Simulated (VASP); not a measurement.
A run of VASP 6.6.1:

The input POSCAR:

```
TiCd
1.0
    2.9040000000      0.0000000000      0.0000000000
    0.0000000000      2.9040000000      0.0000000000
    0.0000000000      0.0000000000      8.9540000000
Ti Cd
2 2
Direct
    0.0000000000      0.5000000000      0.6080000000
    0.5000000000      0.0000000000      0.3920000000
    0.0000000000      0.5000000000      0.1300000000
    0.5000000000      0.0000000000      0.8700000000
```

File INCAR.step1:

```
PREC = Accurate
ENCUT = 520
ISMEAR = 0
SIGMA = 0.1
LREAL = False
LASPH = True
NELM = 100
NBANDS = 32
GGA = PE
ALGO = Normal
EDIFF = 1E-4
LWAVE = True
LCHARG = False
```

INCAR.step2

```
PREC = Accurate
ENCUT = 520
EDIFF = 1E-6
ISMEAR = 0
SIGMA = 0.1
LREAL = False
LASPH = True
NELM = 100
ALGO = Normal
ISIF = 2
LWAVE = False
LCHARG = True
METAGGA = R2SCAN
LMIXTAU = True
LUSE_VDW = True
IVDW_NL = 2
BPARAM = 11.95
CPARAM = 0.0093
LELF = True
LVHAR = True
NBANDS = 32
ISTART = 1
```

Contents of KPOINTS:

```
regular mesh
0
Gamma
  6 6 2
```

Potentials or basis: VASP PAW PBE potentials, release 64 (Ti_sv, Cd).

Run with:

```console
$ cat potpaw_PBE.64/Ti_sv/POTCAR potpaw_PBE.64/Cd/POTCAR > POTCAR
$ cp INCAR.step1 INCAR
$ mpirun -np 1 vasp_std > vasp.out
$ cp INCAR.step2 INCAR
$ mpirun -np 1 vasp_std > vasp.out
```

Hardware: 1 thread of AMD EPYC 9R45 96-Core Processor (Zen 5) (shared host).

Problem. Estimate the wall time of this run.

Solution. Run time: 2.2 min on 1 thread of AMD EPYC 9R45 96-Core Processor (Zen 5), with other jobs on the host, peak memory 0.34 GiB. Counts: k points 20.
